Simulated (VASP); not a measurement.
Set up this calculation in VASP 6.6.1, as the native input.

| Property | Result |
| --- | --- |
| Task | single point |
| Functional | PBEsol |
| Potentials or basis | VASP PAW PBE potentials, release 64 (Ta_sv_GW, N) |
| Cutoff | 600 eV |
| k mesh | 6 × 6 × 6 |
| Occupations | gaussian, width 0.1 eV |
| Spin | collinear spin |
| Starting moments | [1.0, 1.0, 1.0, 0.0, 0.0, 0.0] μB |
| Dipole correction | no |
| Further INCAR settings | ALGO = Normal; EDIFF = 1e-06; NBANDS = 40 |

The structure of TaN lies in POSCAR:

```
TaN
1.0
    5.1849992558      0.0000000000      0.0000000000
   -2.5924996279      4.4903410741      0.0000000000
    0.0000000000      0.0000000000      2.9080000000
Ta N
3 3
Direct
    0.0000000000      0.0000000000      0.0000000000
    0.3333333333      0.6666666667      0.5000000000
    0.6666666667      0.3333333333      0.5000000000
    0.5000000000      0.0000000000      0.0000000000
    0.5000000000      0.5000000000      0.0000000000
    0.0000000000      0.5000000000      0.0000000000
```

One way to write it, as run:

INCAR

```
PREC = Accurate ; ENCUT = 600
EDIFF = 1E-6 ; ISMEAR = 0
SIGMA = 0.1 ; LREAL = False
LASPH = True ; NELM = 200
ALGO = Normal ; ISIF = 2
LWAVE = False ; LCHARG = False
ISPIN = 2 ; MAGMOM = 1 1 1 0 0 0
LORBIT = 11 ; LMAXMIX = 4
GGA = PS ; NBANDS = 40
GGA_COMPAT = False
```

KPOINTS

```
Automatic mesh
0
Gamma
  6 6 6
```

Potentials or basis: VASP PAW PBE potentials, release 64 (Ta_sv_GW, N).

Launch:

```console
$ cat potpaw_PBE.64/Ta_sv_GW/POTCAR potpaw_PBE.64/N/POTCAR > POTCAR
$ mpirun -np 1 vasp_std > vasp.out
```

It gave:

```json
{
  "Pressure": "2.1 GPa",
  "Band gap on the k mesh": "zero (filled and empty bands overlap)",
  "Net moment": "0.00 μB per cell",
  "Valence electrons inside the program's atomic spheres": "Ta 11.46, 11.95 (each value once); N 3.78"
}
```

Caveat: the k points lie up to 0.36 Å⁻¹ apart, too coarse for converged energies and pressures of a metal; the PAW data sets were made with another functional, which shifts forces and pressure a little; spin-orbit coupling is left out, which moves the levels of the heavy elements.

Run time: 120 s on 1 thread of AMD EPYC 9R45 (Zen 5), on a shared host, peak memory 0.28 GiB.
